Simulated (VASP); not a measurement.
# Al3GaIr (Pm-3m) in VASP: further runs

The runs below take Al3GaIr through single point, relaxation of cell and atoms, with PBE.

Program: VASP 6.6.1. These are calculated values, not measurements. Logs are shortened: lines on timing, memory, paths and dates and some standing lists are left out, and cuts for length are marked.

### Step 1. The cell of the first run

The structure is cubic, space group Pm-3m (No. 221). The conventional cell has a = 4.211 Å, b = 4.211 Å, c = 4.211 Å, α = 90.00°, β = 90.00°, γ = 90.00°. Al (site symmetry 4/mmm) has 2 Ir at 2.11 Å within 2.8 Å. Within 3.9 Å of Ga (site symmetry m-3m) lie 12 Al at 2.98 Å and 8 Ir at 3.65 Å. Within 2.8 Å of Ir (site symmetry m-3m) lie 6 Al at 2.11 Å.

The cell was generated, and may not be a known phase.

### Step 2. Single point, PBE

Contents of INCAR:

```
SYSTEM = Al3GaIr
ALGO = Fast
EDIFF = 1E-7
ENCUT = 520
GGA = PE
ISIF = 2
ISMEAR = 0
LASPH = .TRUE.
LCHARG = .FALSE.
LREAL = .FALSE.
LWAVE = .FALSE.
NBANDS = 24
NELM = 60
PREC = Accurate
SIGMA = 0.1
```

Contents of KPOINTS:

```
k-points
0
G
  4 4 4
  0 0 0
```

Contents of POSCAR:

```
Al3GaIr
1.0
    4.2108833000      0.0000000000      0.0000000000
    0.0000000000      4.2108833000      0.0000000000
    0.0000000000      0.0000000000      4.2108833000
Al Ga Ir
3 1 1
Direct
    0.5000000000      0.0000000000      0.0000000000
    0.0000000000      0.5000000000      0.0000000000
    0.0000000000      0.0000000000      0.5000000000
    0.5000000000      0.5000000000      0.5000000000
    0.0000000000      0.0000000000      0.0000000000
```

Potentials or basis: VASP PAW PBE potentials, release 64 (Al, Ga_d, Ir).

On the command line:

```console
$ cat potpaw_PBE.64/Al/POTCAR potpaw_PBE.64/Ga_d/POTCAR potpaw_PBE.64/Ir/POTCAR > POTCAR
$ mpirun -np 1 vasp_std > vasp.out
```

OUTCAR:

```text
SYSTEM = Al3GaIr
   EDIFF = 1E-7
   ENCUT = 520
   GGA = PE
   ISIF = 2
   ISMEAR = 0
   LASPH = .TRUE.
   LREAL = .FALSE.
   NELM = 60
   PREC = Accurate

 ion  position               nearest neighbor table
   1  0.500  0.000  0.000-   5 2.11   5 2.11   4 2.98   2 2.98   3 2.98   4 2.98   2 2.98   4 2.98
                             4 2.98   2 2.98   3 2.98   3 2.98   3 2.98   2 2.98
   2  0.000  0.500  0.000-   5 2.11   5 2.11   4 2.98   1 2.98   3 2.98   4 2.98   1 2.98   3 2.98
                             3 2.98   3 2.98   1 2.98   4 2.98   4 2.98   1 2.98
   3  0.000  0.000  0.500-   5 2.11   5 2.11   4 2.98   1 2.98   1 2.98   2 2.98   2 2.98   2 2.98
                             4 2.98   2 2.98   1 2.98   4 2.98   1 2.98   4 2.98
   4  0.500  0.500  0.500-   1 2.98   2 2.98   3 2.98   1 2.98   2 2.98   1 2.98   3 2.98   1 2.98
                             2 2.98   3 2.98   2 2.98   3 2.98
   5  0.000  0.000  0.000-   1 2.11   2 2.11   3 2.11   3 2.11   2 2.11   1 2.11

  LATTYP: Found a simple cubic cell.
 ALAT       =     4.2108833000

  Lattice vectors:

 A1 = (   4.2108833000,   0.0000000000,   0.0000000000)
 A2 = (   0.0000000000,   4.2108833000,   0.0000000000)
 A3 = (   0.0000000000,   0.0000000000,   4.2108833000)

Analysis of symmetry for initial positions (statically):
=====================================================================
 Subroutine PRICEL returns:
 Original cell was already a primitive cell.

 Routine SETGRP: Setting up the symmetry group for a
 simple cubic supercell.

 Subroutine GETGRP returns: Found 48 space group operations
 (whereof 48 operations were pure point group operations)
 out of a pool of 48 trial point group operations.

The static configuration has the point symmetry O_h .

Analysis of symmetry for dynamics (positions and initial velocities):
=====================================================================
 Subroutine PRICEL returns:
 Original cell was already a primitive cell.

 Routine SETGRP: Setting up the symmetry group for a
 simple cubic supercell.

 Subroutine GETGRP returns: Found 48 space group operations
 (whereof 48 operations were pure point group operations)
 out of a pool of 48 trial point group operations.

The dynamic configuration has the point symmetry O_h .

 Subroutine INISYM returns: Found 48 space group operations
 (whereof 48 operations are pure point group operations),
 and found     1 'primitive' translations

----------------------------------------------------------------------------------------

                                     Primitive cell

  volume of cell :      74.6654

[... 84 lines left out ...]
   NFREE  =      0    steps in history (QN), initial steepest desc. (CG)
   ISIF   =      2    stress and relaxation
   ISYM   =      2    0-nonsym 1-usesym 2-fastsym
   POTIM  = 0.5000    time-step for ionic-motion
   TEBEG  =    0.0;   TEEND  =   0.0 temperature during run
   PSTRESS=    0.0 pullay stress
   NELECT =      31.0000    total number of electrons
   NUPDOWN=      -1.0000    fix difference up-down
   EMIN   =  10.00;   EMAX   =-10.00  energy-range for DOS
   EFERMI =   0.00;   METHOD = LEGACY
   ISMEAR =     0;   SIGMA  =   0.10  broadening in eV -4-tet -1-fermi 0-gaus
   EFERMI_NEDOS =   21; number of points for ismear=-14 and -15
   IALGO  =     68    algorithm
   IMIX   =      4    mixing-type and parameters
     AMIX     =   0.40;   BMIX     =  1.00
     AMIX_MAG =   1.60;   BMIX_MAG =  1.00
  volume/ion in A,a.u.               =      14.93       100.77
  Fermi-wavevector in a.u.,A,eV,Ry     =   1.221300  2.307921 20.294076  1.491573
  Thomas-Fermi vector in A             =   2.356487
   LORBIT       =      0    0 simple, 1 ext, 2 COOP (PROOUT), +10 PAW based schemes
   GGA     = PE    functional components
   LHFCALC =     F    Hartree Fock is set to
   AEXX    =    0.0000 exact exchange contribution
   IVDW    =     0    specifies the selected vdW correction
   LEPSILON=     F    determine dielectric tensor
   LRPA    =     F    only Hartree local field effects (RPA)
 non-spin polarized calculation
 RMM-DIIS sequential band-by-band and
 Gauss-broadening in eV      SIGMA  =   0.10
  energy-cutoff  :      520.00
  volume of cell :       74.67
 maximum number of plane-waves:      2040
 NGX is ok and might be reduce to    32
   NGX = 15   NGY = 15   NGZ = 15

 number of electron      30.9999992 magnetization

 Free energy of the ion-electron system (eV)
  ---------------------------------------------------
  ext. energy  EPLUGINS =         0.00000000
  ---------------------------------------------------
  free energy    TOTEN  =       -18.82728554 eV

  energy without entropy =      -18.81876047  energy(sigma->0) =      -18.82302301

 E-fermi :   9.1223     XC(G=0): -11.2696

 val. band max:        9.0649950241   @ k =   0.5000   0.0000   0.0000
 cond. band min:       9.2226753345   @ k =   0.5000   0.0000   0.0000
 fundamental gap:      0.1576803104
 Fermi energy:         9.1223019694

 k-point     1 :       0.0000    0.0000    0.0000
  band No.  band energies     occupation
      1      -6.0152      2.00000
      2      -6.0152      2.00000
      3      -5.9971      2.00000
      4      -5.9971      2.00000
      5      -5.9971      2.00000
      6      -2.8026      2.00000
[... 259 lines left out ...]
     23      18.6404      0.00000
     24      18.6413      0.00000

------------------------ aborting loop because EDIFF is reached ----------------------------------------

  FORCE on cell =-STRESS in cart. coord.  units (eV):
  Direction    XX          YY          ZZ          XY          YZ          ZX
  --------------------------------------------------------------------------------------
  -------------------------------------------------------------------------------------
  Total       28.9414311     28.9414311     28.9414311      0.0000000     -0.0000000     -0.0000000
  in kB      621.0276952    621.0276952    621.0276952      0.0000000     -0.0000000     -0.0000000
  external PRESSURE =     621.0276952 kB  Pullay stress =       0.0000000 kB

 VOLUME and BASIS-vectors are now :
 -----------------------------------------------------------------------------
  energy-cutoff  :      520.00
  volume of cell :       74.67
      direct lattice vectors                 reciprocal lattice vectors
     4.210883300  0.000000000  0.000000000     0.237479866  0.000000000  0.000000000
     0.000000000  4.210883300  0.000000000     0.000000000  0.237479866  0.000000000
     0.000000000  0.000000000  4.210883300     0.000000000  0.000000000  0.237479866

 POSITION                                       TOTAL-FORCE (eV/Angst)
 -----------------------------------------------------------------------------------
      2.10544      0.00000      0.00000         0.000000      0.000000      0.000000
      0.00000      2.10544      0.00000         0.000000      0.000000      0.000000
      0.00000      0.00000      2.10544         0.000000      0.000000      0.000000
      2.10544      2.10544      2.10544         0.000000      0.000000      0.000000
      0.00000      0.00000      0.00000         0.000000      0.000000      0.000000
 -----------------------------------------------------------------------------------
    total drift:                                0.000000      0.000000     -0.000000

  FREE ENERGIE OF THE ION-ELECTRON SYSTEM (eV)
  ---------------------------------------------------
  free  energy   TOTEN  =       -18.8272855424 eV

  energy  without entropy=      -18.8187604696  energy(sigma->0) =      -18.82302301
```

stdout:

```text
POSCAR found type information on POSCAR AlGaIr
 POSCAR found :  3 types and       5 ions
 scaLAPACK will be used
 LDA part: xc-table for (Slater+PW92), standard interpolation
 POSCAR, INCAR and KPOINTS ok, starting setup
 FFT: planning ... GRIDC
 FFT: planning ... GRID_SOFT
 FFT: planning ... GRID
 WAVECAR not read
 entering main loop
```

Wall time 13 s (1 thread of Intel Xeon Platinum 8488C (Sapphire Rapids), shared host); peak memory 0.18 GiB.

Results:

| Property | Result |
| --- | --- |
| Free energy | -18.8273 eV |
| Pressure | 62.1 GPa |
| Band gap on the k mesh | zero (an odd number of electrons rules out a gap without spin polarisation) |

Caveat: the k points lie up to 0.37 Å⁻¹ apart, too coarse for converged energies and pressures of a metal; spin-orbit coupling is left out, which moves the levels of the heavy elements.

### Step 3. Single point, PBE

This run uses another cell than the first one, of 21.61 Å³/atom.

Contents of INCAR:

```
SYSTEM = Al3GaIr
PREC = Accurate
ENCUT = 520
EDIFF = 1E-6
ISMEAR = 0
SIGMA = 0.1
LREAL = .False.
LASPH = .True.
NELM = 60
ALGO = Normal
ISIF = 2
LWAVE = .False.
LCHARG = .False.
GGA = PE
NBANDS = 24
```

Contents of KPOINTS:

```
regular mesh
0
Gamma
  4 4 4
  0 0 0
```

Edit POSCAR of step 2 so:

```diff
@@ -2,5 +2,5 @@
 1.0
-    4.2108833000      0.0000000000      0.0000000000
-    0.0000000000      4.2108833000      0.0000000000
-    0.0000000000      0.0000000000      4.2108833000
+    4.7630394220      0.0000000000      0.0000000000
+    0.0000000000      4.7630394220      0.0000000000
+    0.0000000000      0.0000000000      4.7630394220
 Al Ga Ir
```

Potentials or basis: VASP PAW PBE potentials, release 64 (Al, Ga_d, Ir).

On the command line:

```console
$ cat potpaw_PBE.64/Al/POTCAR potpaw_PBE.64/Ga_d/POTCAR potpaw_PBE.64/Ir/POTCAR > POTCAR
$ mpirun -np 1 vasp_std > vasp.out
```

Wall time 14 s (1 thread of Intel Xeon Platinum 8488C (Sapphire Rapids), shared host); peak memory 0.22 GiB.

The run converged. Its results:

```yaml
Free_energy: -23.6212 eV
Pressure: 0.2 GPa
Band_gap_on_the_k_mesh: zero (an odd number of electrons rules out a gap without spin polarisation)
```

Levels at points of the mesh, in eV from the Fermi level:
```
           k point  band 13  band 14  band 15  band 16  band 17  band 18
(0.00, 0.00, 0.00)    -2.42    -2.42    -2.42     0.91     0.91     2.89
(0.50, 0.00, 0.00)    -2.61    -0.99    -0.99    -0.02     0.71     0.78
(0.50, 0.50, 0.00)    -3.49    -3.00     0.16     0.85     0.85     0.85
(0.50, 0.50, 0.50)    -4.46    -3.96    -3.96    -0.58    -0.58    -0.58
```

Caveat: spin-orbit coupling is left out, which moves the levels of the heavy elements.

### Step 4. Relaxation of cell and atoms, PBE

Contents of INCAR:

```
PREC = Accurate
ENCUT = 600
EDIFF = 1E-6
ISMEAR = 0
SIGMA = 0.1
LREAL = False
LASPH = True
NELM = 100
ALGO = Fast
ISIF = 3
LWAVE = False
LCHARG = False
GGA = PE
IBRION = 2
NSW = 90
EDIFFG = -0.04
```

Contents of KPOINTS:

```
regular mesh
0
Gamma
  4 4 4
```

Edit POSCAR of step 3 so:

```diff
@@ -2,5 +2,5 @@
 1.0
-    4.7630394220      0.0000000000      0.0000000000
-    0.0000000000      4.7630394220      0.0000000000
-    0.0000000000      0.0000000000      4.7630394220
+    4.2108833000      0.0000000000      0.0000000000
+    0.0000000000      4.2108833000      0.0000000000
+    0.0000000000      0.0000000000      4.2108833000
 Al Ga Ir
```

Potentials or basis: VASP PAW PBE potentials, release 64 (Al, Ga_d, Ir).

On the command line:

```console
$ cat potpaw_PBE.64/Al/POTCAR potpaw_PBE.64/Ga_d/POTCAR potpaw_PBE.64/Ir/POTCAR > POTCAR
$ mpirun -np 1 vasp_std > vasp.out
```

OUTCAR:

```text
PREC = Accurate
   ENCUT = 600
   EDIFF = 1E-6
   ISMEAR = 0
   LREAL = False
   LASPH = True
   NELM = 100
   ISIF = 3
   GGA = PE
   IBRION = 2
   NSW = 90
   EDIFFG = -0.04

 ion  position               nearest neighbor table
   1  0.500  0.000  0.000-   5 2.11   5 2.11   4 2.98   2 2.98   3 2.98   4 2.98   2 2.98   4 2.98
                             4 2.98   2 2.98   3 2.98   3 2.98   3 2.98   2 2.98
   2  0.000  0.500  0.000-   5 2.11   5 2.11   4 2.98   1 2.98   3 2.98   4 2.98   1 2.98   3 2.98
                             3 2.98   3 2.98   1 2.98   4 2.98   4 2.98   1 2.98
   3  0.000  0.000  0.500-   5 2.11   5 2.11   4 2.98   1 2.98   1 2.98   2 2.98   2 2.98   2 2.98
                             4 2.98   2 2.98   1 2.98   4 2.98   1 2.98   4 2.98
   4  0.500  0.500  0.500-   1 2.98   2 2.98   3 2.98   1 2.98   2 2.98   1 2.98   3 2.98   1 2.98
                             2 2.98   3 2.98   2 2.98   3 2.98
   5  0.000  0.000  0.000-   1 2.11   2 2.11   3 2.11   3 2.11   2 2.11   1 2.11

  LATTYP: Found a simple cubic cell.
[... 171 lines left out ...]
  ---------------------------------------------------
  ext. energy  EPLUGINS =         0.00000000
  ---------------------------------------------------
  free energy    TOTEN  =       -18.82763915 eV

  energy without entropy =      -18.81912409  energy(sigma->0) =      -18.82338162

 E-fermi :   9.1222     XC(G=0): -11.2695

 val. band max:        9.0648512776   @ k =   0.5000   0.0000   0.0000
 cond. band min:       9.2225150423   @ k =   0.5000   0.0000   0.0000
 fundamental gap:      0.1576637647
 Fermi energy:         9.1222160830
[... 522 lines left out ...]
--------------------------------------- Ionic step        3  -------------------------------------------

 number of electron      30.9999995 magnetization

 Free energy of the ion-electron system (eV)
  ---------------------------------------------------
  ext. energy  EPLUGINS =         0.00000000
  ---------------------------------------------------
  free energy    TOTEN  =       -23.61699495 eV

  energy without entropy =      -23.59864979  energy(sigma->0) =      -23.60782237

 E-fermi :   5.3298     XC(G=0):  -9.6771

 val. band max:        5.3125319188   @ k =   0.5000   0.0000   0.0000
 cond. band min:       5.3838122073   @ k =   0.2500   0.2500   0.0000
 fundamental gap:      0.0712802885
 Fermi energy:         5.3298485371
[... 250 lines left out ...]
  FREE ENERGIE OF THE ION-ELECTRON SYSTEM (eV)
  ---------------------------------------------------
  free  energy   TOTEN  =       -23.6169949533 eV

  energy  without entropy=      -23.5986497923  energy(sigma->0) =      -23.60782237

 reached required accuracy - stopping structural energy minimisation
```

OSZICAR:

```text
N       E                     dE             d eps       ncg     rms          rms(c)
DAV:   1     0.236264811474E+03    0.23626E+03   -0.14886E+04   383   0.217E+03
DAV:   2     0.247111381830E+01   -0.23379E+03   -0.22291E+03   386   0.481E+02
DAV:   3    -0.193536750235E+02   -0.21825E+02   -0.20304E+02   438   0.126E+02
[... 58 lines left out ...]
RMM:  16    -0.236170006956E+02    0.44267E-04   -0.20254E-04   481   0.123E-01    0.619E-02
RMM:  17    -0.236170050903E+02   -0.43947E-05   -0.85408E-05   405   0.109E-01    0.341E-02
RMM:  18    -0.236169957244E+02    0.93659E-05   -0.38425E-05   443   0.437E-02    0.162E-02
RMM:  19    -0.236169948868E+02    0.83764E-06   -0.12864E-05   377   0.300E-02    0.103E-02
RMM:  20    -0.236169949533E+02   -0.66525E-07   -0.94605E-06   317   0.199E-02
   3 F= -.23616995E+02 E0= -.23607822E+02  d E =-.478936E+01
```

CONTCAR:

```text
Al3GaIr
   1.00000000000000
     4.7661123584067244    0.0000000000000000   -0.0000000000000000
    -0.0000000000000000    4.7661123584067244   -0.0000000000000000
     0.0000000000000000    0.0000000000000000    4.7661123584067244
  Al              Ga              Ir
     3     1     1
Direct
     0.5000000000000000    0.0000000000000000    0.0000000000000000
     0.0000000000000000    0.5000000000000000    0.0000000000000000
     0.0000000000000000    0.0000000000000000    0.5000000000000000
     0.5000000000000000    0.5000000000000000    0.5000000000000000
     0.0000000000000000    0.0000000000000000    0.0000000000000000

  0.00000000E+00  0.00000000E+00  0.00000000E+00
  0.00000000E+00  0.00000000E+00  0.00000000E+00
  0.00000000E+00  0.00000000E+00  0.00000000E+00
  0.00000000E+00  0.00000000E+00  0.00000000E+00
  0.00000000E+00  0.00000000E+00  0.00000000E+00
```

Run time: 54 s. Hardware: 1 thread of Intel Xeon Platinum 8488C (Sapphire Rapids), shared host; peak memory 0.22 GiB.

Results:

- Free energy: -23.6170 eV
- Relaxed volume: 21.65 Å³/atom
- Relaxed cell: a = 4.766 Å, b = 4.766 Å, c = 4.766 Å, α = 90.00°, β = 90.00°, γ = 90.00°
- Space group after relaxing (to 0.1 Å): Pm-3m (No. 221)
- Energy gained by relaxing: 957.9 meV/atom
- Ionic steps: 3
- Pressure after relaxing: 0.0 GPa
- Band gap on the k mesh: zero (an odd number of electrons rules out a gap without spin polarisation)

Step by step:
```
step  energy change (eV)  largest force (eV/Å)  pressure (GPa)  volume (Å³)
   1              0.0000                0.0000           62.12        74.67
   2             -1.6300                0.0000          -12.84       156.33
   3             -4.7894                0.0000           -0.03       108.27
```

Final structure:
```
Al Ga Ir
1.0
     4.76611    0.00000    0.00000
     0.00000    4.76611    0.00000
     0.00000    0.00000    4.76611
Al Ga Ir
3 1 1
Cartesian
  2.3831 0.0000 0.0000
  0.0000 2.3831 0.0000
  0.0000 0.0000 2.3831
  2.3831 2.3831 2.3831
  0.0000 0.0000 0.0000
```

Levels at points of the mesh, in eV from the Fermi level:
```
           k point  band 13  band 14  band 15  band 16  band 17  band 18
(0.00, 0.00, 0.00)    -2.41    -2.41    -2.41     0.91     0.91     2.88
(0.50, 0.00, 0.00)    -2.62    -0.99    -0.99    -0.02     0.71     0.78
(0.50, 0.50, 0.00)    -3.48    -2.99     0.15     0.84     0.84     0.85
(0.50, 0.50, 0.50)    -4.46    -3.95    -3.95    -0.58    -0.58    -0.58
```

Caveat: the k points lie up to 0.33 Å⁻¹ apart in the final cell, too coarse for converged energies and pressures of a metal; the volume moved by over 15 % at a fixed basis, so the end points are rough; spin-orbit coupling is left out, which moves the levels of the heavy elements.

### Step 5. Single point, PBE

This run uses another cell than the first one, of 21.69 Å³/atom.

Contents of INCAR:

```
SYSTEM = Al3GaIr
PREC = Accurate
ENCUT = 520
EDIFF = 1E-6
ISMEAR = 0
SIGMA = 0.1
LREAL = .False.
LASPH = .True.
NELM = 80
ALGO = Normal
ISIF = 2
LWAVE = .False.
LCHARG = .False.
GGA = PE
NBANDS = 24
```

Contents of KPOINTS:

```
Automatic mesh
0
Gamma
  8 8 8
  0 0 0
```

Edit POSCAR of step 4 so:

```diff
@@ -2,5 +2,5 @@
 1.0
-    4.2108833000      0.0000000000      0.0000000000
-    0.0000000000      4.2108833000      0.0000000000
-    0.0000000000      0.0000000000      4.2108833000
+    4.7687490487      0.0000000000      0.0000000000
+    0.0000000000      4.7687490487      0.0000000000
+    0.0000000000      0.0000000000      4.7687490487
 Al Ga Ir
```

On the command line:

```console
$ cat potpaw_PBE.64/Al/POTCAR potpaw_PBE.64/Ga_d/POTCAR potpaw_PBE.64/Ir/POTCAR > POTCAR
$ mpirun -np 1 vasp_std > vasp.out
```

It took 38 s on 1 thread of Intel Xeon Platinum 8488C (Sapphire Rapids), shared host; peak memory 0.27 GiB.

The run converged. Its results:

- Free energy: -23.6714 eV
- Pressure: 0.0 GPa
- Band gap on the k mesh: zero (an odd number of electrons rules out a gap without spin polarisation)

Levels at points of the mesh, in eV from the Fermi level:
```csv
k point,band 13,band 14,band 15,band 16,band 17,band 18
"(0.00, 0.00, 0.00)",-2.47,-2.47,-2.47,0.86,0.86,2.81
"(0.50, 0.00, 0.00)",-2.68,-1.04,-1.04,-0.08,0.66,0.71
"(0.50, 0.50, 0.00)",-3.52,-3.05,0.10,0.78,0.78,0.78
"(0.50, 0.50, 0.50)",-4.51,-4.00,-4.00,-0.64,-0.64,-0.64
```

Caveat: spin-orbit coupling is left out, which moves the levels of the heavy elements.

[end of part 1 of 2]

The gap in the log of VASP goes by the Fermi energy; the results here count the filled bands.